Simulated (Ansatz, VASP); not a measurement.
## One calculation of CdSe, two programs

INCAR

```
SYSTEM = CdSe
PREC = Accurate ; ENCUT = 520
EDIFF = 1E-7 ; ISMEAR = 0
SIGMA = 0.05 ; LREAL = .False.
LASPH = .True. ; NELM = 60
ALGO = Normal ; ISIF = 2
LWAVE = .False. ; LCHARG = .False.
GGA = PS ; NBANDS = 16
```

The input KPOINTS:

```
Automatic mesh
0
Gamma
  10 10 10
  0 0 0
```

The input POSCAR:

```
CdSe
1.0
    0.0000000000      3.4975060475      3.0413096065
    3.0413096065      0.0000000000      3.0413096065
    3.0413096065      3.4975060475      0.0000000000
Cd Se
1 1
Direct
    0.0000000000      0.0000000000      0.0000000000
    0.7500000000      0.7500000000      0.7500000000
```

Input for Ansatz:

```yaml
crystal:
  lattice:
    - [0.0, 3.4975060475, 3.0413096065]
    - [3.0413096065, 0.0, 3.0413096065]
    - [3.0413096065, 3.4975060475, 0.0]
  atoms:
    - { symbol: Cd, position: [0.0, 0.0, 0.0] }
    - { symbol: Se, position: [0.75, 0.75, 0.75] }
basis:
  ecutwfc: 420
kpoints:
  mp_grid: { grid: [10, 10, 10] }
hamiltonian:
  xc: pbesol
scf:
  occupations: { method: gaussian, width: 0.05 }
output:
  forces: true
  stress: true
  eigenvalues: true
```

Change from the starting cell: engineering shear strain xz +0.0000, normal strain along z +0.1500.

Alike in both runs: task single point; functional PBEsol; k mesh 10 × 10 × 10; occupations gaussian, width 0.05 eV; no spin polarisation.

|  | VASP | Ansatz |
| --- | --- | --- |
| version | VASP 6.6.1 | Ansatz 0.2.0 |
| potentials or method | VASP PAW PBE potentials, release 64 (Cd, Se), cutoff 520 eV | scalar-relativistic, plane waves, PAW |
| valence electrons in the cell | 18 | 36 |

VASP gave:

```
gap on the k mesh at the Fermi level (eV)                     : none
pressure (GPa)                                                : -5.3
traceless stress, the component that is largest in VASP (GPa) : -2.50
```

Question: Estimate Ansatz's values.

Answer: gap on the k mesh at the Fermi level (eV): none; pressure (GPa): -5.5; traceless stress, the component that is largest in VASP (GPa): -2.52.

VASP's potentials were made for PBE, not for PBEsol. A gap of «none» marks a metal or a gap that the smearing closes. VASP's potentials hold 18 valence electrons a cell and Ansatz's 36, so a difference there can come from the potentials and not from the codes.
